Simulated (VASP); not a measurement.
# ClO (Pm-3m) in VASP: single point with PBEsol

Aim: the single point of ClO with PBEsol.

Program: VASP 6.6.1. These are calculated values, not measurements. Logs are shortened: lines on timing, memory, paths and dates and some standing lists are left out, and cuts for length are marked.

### 1 The cell of the first run

The structure is cubic, space group Pm-3m (No. 221). Conventional cell: a = 3.185 Å, b = 3.185 Å, c = 3.185 Å, α = 90.00°, β = 90.00°, γ = 90.00°. Within 3.6 Å of Cl (site symmetry m-3m) lie 8 O at 2.76 Å and 6 Cl at 3.19 Å. Within 3.6 Å of O (site symmetry m-3m) lie 8 Cl at 2.76 Å and 6 O at 3.19 Å.

### 2 Single point, PBEsol, collinear spin, ferromagnetic start

Input file INCAR:

```
SYSTEM = ClO
PREC = Accurate
ENCUT = 520
EDIFF = 1E-6
ISMEAR = 0
SIGMA = 0.15
LREAL = .False.
LASPH = .True.
NELM = 150
ALGO = Normal
ISIF = 2
LWAVE = .False.
LCHARG = .False.
ISPIN = 2
MAGMOM = 1.11 2.08
LORBIT = 11
GGA = PS
NBANDS = 18
```

Input file KPOINTS:

```
regular mesh
0
Gamma
  16 16 16
  0 0 0
```

Input file POSCAR:

```
ClO
1.0
    3.1852167900      0.0000000000      0.0000000000
    0.0000000000      3.1852167900      0.0000000000
    0.0000000000      0.0000000000      3.1852167900
Cl O
1 1
Direct
    0.0000000000      0.0000000000      0.0000000000
    0.5000000000      0.5000000000      0.5000000000
```

Potentials or basis: VASP PAW PBE potentials, release 64 (Cl, O).

The run is started by

```sh
$ cat potpaw_PBE.64/Cl/POTCAR potpaw_PBE.64/O/POTCAR > POTCAR
$ mpirun -np 1 vasp_std > vasp.out
```

OUTCAR:

```text
SYSTEM = ClO
   PREC = Accurate
   ENCUT = 520
   EDIFF = 1E-6
   ISMEAR = 0
   LREAL = .False.
   LASPH = .True.
   NELM = 150
   ISIF = 2
   ISPIN = 2
   LORBIT = 11
   GGA = PS

 ion  position               nearest neighbor table
   1  0.000  0.000  0.000-
   2  0.500  0.500  0.500-

  LATTYP: Found a simple cubic cell.
 ALAT       =     3.1852167900

  Lattice vectors:

 A1 = (   3.1852167900,   0.0000000000,   0.0000000000)
 A2 = (   0.0000000000,   3.1852167900,   0.0000000000)
 A3 = (   0.0000000000,   0.0000000000,   3.1852167900)

Analysis of symmetry for initial positions (statically):
=====================================================================
 Subroutine PRICEL returns:
 Original cell was already a primitive cell.

 Routine SETGRP: Setting up the symmetry group for a
 simple cubic supercell.

 Subroutine GETGRP returns: Found 48 space group operations
 (whereof 48 operations were pure point group operations)
 out of a pool of 48 trial point group operations.

The static configuration has the point symmetry O_h .

Analysis of symmetry for dynamics (positions and initial velocities):
=====================================================================
 Subroutine PRICEL returns:
 Original cell was already a primitive cell.

 Routine SETGRP: Setting up the symmetry group for a
 simple cubic supercell.

 Subroutine GETGRP returns: Found 48 space group operations
 (whereof 48 operations were pure point group operations)
 out of a pool of 48 trial point group operations.

The dynamic configuration has the point symmetry O_h .

Analysis of structural, dynamic, and magnetic symmetry:
=====================================================================
 Subroutine PRICEL returns:
 Original cell was already a primitive cell.

 Routine SETGRP: Setting up the symmetry group for a
 simple cubic supercell.

 Subroutine GETGRP returns: Found 48 space group operations
 (whereof 48 operations were pure point group operations)
 out of a pool of 48 trial point group operations.

The overall configuration has the point symmetry O_h .

 Subroutine INISYM returns: Found 48 space group operations
 (whereof 48 operations are pure point group operations),
 and found     1 'primitive' translations

----------------------------------------------------------------------------------------

                                     Primitive cell

  volume of cell :      32.3160

  direct lattice vectors                    reciprocal lattice vectors
     3.185216790  0.000000000  0.000000000     0.313950373  0.000000000  0.000000000
     0.000000000  3.185216790  0.000000000     0.000000000  0.313950373  0.000000000
     0.000000000  0.000000000  3.185216790     0.000000000  0.000000000  0.313950373

  length of vectors
     3.185216790  3.185216790  3.185216790     0.313950373  0.313950373  0.313950373

  position of ions in fractional coordinates (direct lattice)
     0.000000000  0.000000000  0.000000000
     0.500000000  0.500000000  0.500000000

  ion indices of the primitive-cell ions
   primitive index   ion index
                 1           1
                 2           2

----------------------------------------------------------------------------------------

 KPOINTS: regular mesh

Automatic generation of k-mesh.
 Grid dimensions read from file:
 generate k-points for:   16   16   16

 Generating k-lattice:

  Cartesian coordinates                     Fractional coordinates (reciprocal lattice)
     0.019621898  0.000000000  0.000000000     0.062500000  0.000000000  0.000000000
     0.000000000  0.019621898  0.000000000     0.000000000  0.062500000  0.000000000
     0.000000000  0.000000000  0.019621898     0.000000000  0.000000000  0.062500000

  Length of vectors
     0.019621898  0.019621898  0.019621898

  Shift w.r.t. Gamma in fractional coordinates (k-lattice)
     0.000000000  0.000000000  0.000000000

 Subroutine IBZKPT returns following result:
 ===========================================

 Found    165 irreducible k-points:

 Following reciprocal coordinates:
            Coordinates               Weight
  0.000000  0.000000  0.000000      1.000000
  0.062500  0.000000  0.000000      6.000000
  0.125000  0.000000  0.000000      6.000000
  0.187500  0.000000  0.000000      6.000000
  0.250000  0.000000  0.000000      6.000000
  0.312500  0.000000  0.000000      6.000000
[... 16 lines left out ...]
  0.437500  0.125000  0.000000     24.000000
  0.500000  0.125000  0.000000     12.000000
 [... further k-points ...]
   k-points           NKPTS =    165   k-points in BZ     NKDIM =    165   number of bands    NBANDS=     18
   number of dos      NEDOS =    301   number of ions     NIONS =      2
   total plane-waves  NPLWV =  13824
   dimension x,y,z NGX =    24 NGY =   24 NGZ =   24
   dimension x,y,z NGXF=    48 NGYF=   48 NGZF=   48
   ions per type =               1   1
   NGX,Y,Z   is equivalent  to a cutoff of  12.53, 12.53, 12.53 a.u.
   NGXF,Y,Z  is equivalent  to a cutoff of  25.05, 25.05, 25.05 a.u.
 SYSTEM =  ClO
   PREC   = accura    normal or accurate (medium, high low for compatibility)
   ISTART =      0    job   : 0-new  1-cont  2-samecut
   ICHARG =      2    charge: 1-file 2-atom 10-const
   ISPIN  =      2    spin polarized calculation?
   LNONCOLLINEAR =      F non collinear calculations
   LSORBIT =      F    spin-orbit coupling
   LASPH  =      T    aspherical Exc in radial PAW
   ENCUT  =  520.0 eV  38.22 Ry    6.18 a.u.   5.92  5.92  5.92*2*pi/ulx,y,z
   NELM   =    150;   NELMIN=  2; NELMDL= -5     # of ELM steps
   EDIFF  = 0.1E-05   stopping-criterion for ELM
   LREAL  =      F    real-space projection
   EDIFFG = 0.1E-04   stopping-criterion for IOM
   NSW    =      0    number of steps for IOM
   IBRION =     -1    ionic relax: 0-MD 1-quasi-New 2-CG
   NFREE  =      0    steps in history (QN), initial steepest desc. (CG)
   ISIF   =      2    stress and relaxation
   ISYM   =      2    0-nonsym 1-usesym 2-fastsym
   POTIM  = 0.5000    time-step for ionic-motion
   TEBEG  =    0.0;   TEEND  =   0.0 temperature during run
   PSTRESS=    0.0 pullay stress
   NELECT =      13.0000    total number of electrons
   NUPDOWN=      -1.0000    fix difference up-down
   EMIN   =  10.00;   EMAX   =-10.00  energy-range for DOS
   EFERMI =   0.00;   METHOD = LEGACY
   ISMEAR =     0;   SIGMA  =   0.15  broadening in eV -4-tet -1-fermi 0-gaus
   EFERMI_NEDOS =   21; number of points for ismear=-14 and -15
   IALGO  =     38    algorithm
   IMIX   =      4    mixing-type and parameters
     AMIX     =   0.40;   BMIX     =  1.00
     AMIX_MAG =   1.60;   BMIX_MAG =  1.00
  volume/ion in A,a.u.               =      16.16       109.04
  Fermi-wavevector in a.u.,A,eV,Ry     =   1.208510  2.283753 19.871264  1.460497
  Thomas-Fermi vector in A             =   2.344116
   LORBIT       =     11    0 simple, 1 ext, 2 COOP (PROOUT), +10 PAW based schemes
   GGA     = PS    functional components
   LHFCALC =     F    Hartree Fock is set to
   AEXX    =    0.0000 exact exchange contribution
   IVDW    =     0    specifies the selected vdW correction
   LEPSILON=     F    determine dielectric tensor
   LRPA    =     F    only Hartree local field effects (RPA)
 spin polarized calculation
 Gauss-broadening in eV      SIGMA  =   0.15
  energy-cutoff  :      520.00
  volume of cell :       32.32
 maximum number of plane-waves:       912
 NGX is ok and might be reduce to    24
   NGX = 11   NGY = 11   NGZ = 11

 number of electron      12.9999992 magnetization       2.9984001

 Free energy of the ion-electron system (eV)
  ---------------------------------------------------
  ext. energy  EPLUGINS =         0.00000000
  ---------------------------------------------------
  free energy    TOTEN  =        -4.05222116 eV

  energy without entropy =       -4.04093211  energy(sigma->0) =       -4.04657664

 E-fermi :   0.8975     XC(G=0):  -9.9977

 val. band max:        0.8875905522   @ k =   0.5000   0.3125   0.1250
 cond. band min:       0.9035772131   @ k =   0.3750   0.0625   0.0000
 fundamental gap:      0.0159866609
 Fermi energy:         0.8975093992

 spin component 1

 k-point     1 :       0.0000    0.0000    0.0000
  band No.  band energies     occupation
      1     -17.7244      1.00000
      2     -13.4010      1.00000
      3      -2.5976      1.00000
      4      -2.5976      1.00000
      5      -2.5976      1.00000
      6       0.7429      0.92756
[... 10 lines left out ...]
     17      24.6859      0.00000
     18      24.6859      0.00000
[... 463 lines left out ...]
 k-point    24 :       0.5000    0.1250    0.0000
  band No.  band energies     occupation
      1     -17.2170      1.00000
      2     -13.6073      1.00000
      3      -3.0152      1.00000
      4      -2.7205      1.00000
      5      -1.9153      1.00000
      6      -1.3248      1.00000
[... 10 lines left out ...]
     17      23.2474      0.00000
     18      25.0939      0.00000

 [... further k-points ...]

 spin component 2

 k-point     1 :       0.0000    0.0000    0.0000
  band No.  band energies     occupation
      1     -15.0841      1.00000
      2     -11.6405      1.00000
      3      -0.3297      1.00000
      4      -0.3297      1.00000
      5      -0.3297      1.00000
      6       2.9030      0.00000
[... 10 lines left out ...]
     17      25.6154      0.00000
     18      25.6154      0.00000
[... 463 lines left out ...]
 k-point    24 :       0.5000    0.1250    0.0000
  band No.  band energies     occupation
      1     -14.0257      1.00000
      2     -12.4213      1.00000
      3      -1.5855      1.00000
      4      -0.3434      1.00000
      5       1.2984      0.00008
      6       1.3172      0.00004
[... 10 lines left out ...]
     17      24.2646      0.00000
     18      25.7327      0.00000

 [... further k-points ...]

------------------------ aborting loop because EDIFF is reached ----------------------------------------

  FORCE on cell =-STRESS in cart. coord.  units (eV):
  Direction    XX          YY          ZZ          XY          YZ          ZX
  --------------------------------------------------------------------------------------
  -------------------------------------------------------------------------------------
  Total       -0.5329007     -0.5329007     -0.5329007      0.0000000     -0.0000000     -0.0000000
  in kB      -26.4204299    -26.4204299    -26.4204299      0.0000000     -0.0000000     -0.0000000
  external PRESSURE =     -26.4204299 kB  Pullay stress =       0.0000000 kB

 VOLUME and BASIS-vectors are now :
 -----------------------------------------------------------------------------
  energy-cutoff  :      520.00
  volume of cell :       32.32
      direct lattice vectors                 reciprocal lattice vectors
     3.185216790  0.000000000  0.000000000     0.313950373  0.000000000  0.000000000
     0.000000000  3.185216790  0.000000000     0.000000000  0.313950373  0.000000000
     0.000000000  0.000000000  3.185216790     0.000000000  0.000000000  0.313950373

 POSITION                                       TOTAL-FORCE (eV/Angst)
 -----------------------------------------------------------------------------------
      0.00000      0.00000      0.00000         0.000000      0.000000      0.000000
      1.59261      1.59261      1.59261         0.000000      0.000000      0.000000
 -----------------------------------------------------------------------------------
    total drift:                                0.000000      0.000000     -0.000000

  FREE ENERGIE OF THE ION-ELECTRON SYSTEM (eV)
  ---------------------------------------------------
  free  energy   TOTEN  =        -4.0522211630 eV

  energy  without entropy=       -4.0409321111  energy(sigma->0) =       -4.04657664

 total charge

# of ion       s       p       d       tot
------------------------------------------
    1        1.631   3.218   0.000   4.849
    2        1.632   2.916   0.000   4.548
--------------------------------------------------
tot          3.262   6.134   0.000   9.396

 magnetization (x)

# of ion       s       p       d       tot
------------------------------------------
    1        0.019   0.891   0.000   0.910
    2        0.017   1.583   0.000   1.600
--------------------------------------------------
tot          0.036   2.474   0.000   2.510
```

Run time: 65 s. Hardware: 1 thread of Intel Xeon Platinum 8488C (Sapphire Rapids), shared host; peak memory 0.24 GiB.

What came out:

```yaml
Free_energy: -4.0522 eV
Pressure: -2.6 GPa
Band_gap_on_the_k_mesh: zero (filled and empty bands overlap)
Net_moment: 3.00 μB per cell
Site_moments: Cl +0.91; O +1.60 μB
Valence_electrons_inside_the_program's_atomic_spheres: Cl 4.85; O 4.55
```

Caveat: the PAW data sets were made with another functional, which shifts forces and pressure a little.
